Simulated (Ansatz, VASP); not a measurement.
**Sb: VASP beside Ansatz**

```xyz
3
Lattice="5.4352 0.0000 0.0000 -2.7176 4.7070 0.0000 0.0000 0.0000 3.2405" Properties=species:S:1:pos:R:3 pbc="T T T"
Sb    0.0000    0.0000    3.2405
Sb    0.0000    3.1380    1.6203
Sb    2.7176    1.5690    1.6203
```

Alike in both runs: functional PBE; k mesh 7 × 7 × 10; occupations fermi-dirac, width 0.1 eV; no spin polarisation.

Ansatz relaxed the structure, and its values are those at the end. VASP's run is a single point on that final structure, the one shown.

|  | VASP | Ansatz |
| --- | --- | --- |
| version | VASP 6.6.1 | Ansatz 0.2.0 |
| potentials or method | VASP PAW PBE potentials, release 64 (Sb), cutoff 520 eV | plane waves (420 eV) with PAW, scalar-relativistic |
| valence electrons in the cell | 15 | 45 |

Ansatz gave:

- pressure (GPa): 0.0

Problem. What did VASP give for the same quantities?

Solution. Pressure (GPa): -0.1.

VASP's potentials hold 15 valence electrons a cell and Ansatz's 45, so a difference there can come from the potentials and not from the codes.

Neither program's run includes spin-orbit coupling.
